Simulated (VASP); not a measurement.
ZnS, 2 atoms in the cell. The structure is cubic, space group F-43m (No. 216). Conventional cell: a = 5.475 Å, b = 5.475 Å, c = 5.475 Å, α = 90.00°, β = 90.00°, γ = 90.00°. Within 3.1 Å of Zn (site symmetry -43m) lie 4 S at 2.37 Å. Within 3.1 Å of S (site symmetry -43m) lie 4 Zn at 2.37 Å. 

```yaml
Program: VASP 6.6.1
Task: single point
Functional: PBE0
Potentials_or_basis: VASP PAW PBE potentials, release 64 (Zn, S)
Cutoff: 520 eV
k_mesh: 5 × 5 × 5
Occupations: fermi-dirac, width 0.05 eV
Spin: no spin polarisation
Dipole_correction: no
Grid_for_exact_exchange_PRECFOCK: Normal
Further_INCAR_settings: ALGO = Normal; EDIFF = 1e-06; NBANDS = 16
Share_of_exact_exchange: 0.25
```

Potentials or basis: VASP PAW PBE potentials, release 64 (Zn, S).

Run with:

```bash
$ cat potpaw_PBE.64/Zn/POTCAR potpaw_PBE.64/S/POTCAR > POTCAR
$ cp INCAR.step1 INCAR
$ mpirun -np 1 vasp_std > vasp.out
$ cp INCAR.step2 INCAR
$ mpirun -np 1 vasp_std > vasp.out
```

Hardware: 1 thread of Intel(R) Xeon(R) Platinum 8259CL CPU @ 2.50GHz (Skylake/Cascade Lake), on a shared host.

How long does it take, and how much memory?

Run time: 12 min on 1 thread of Intel(R) Xeon(R) Platinum 8259CL CPU @ 2.50GHz (Skylake/Cascade Lake) (shared host), peak memory 0.18 GiB. Counts: k points 10.
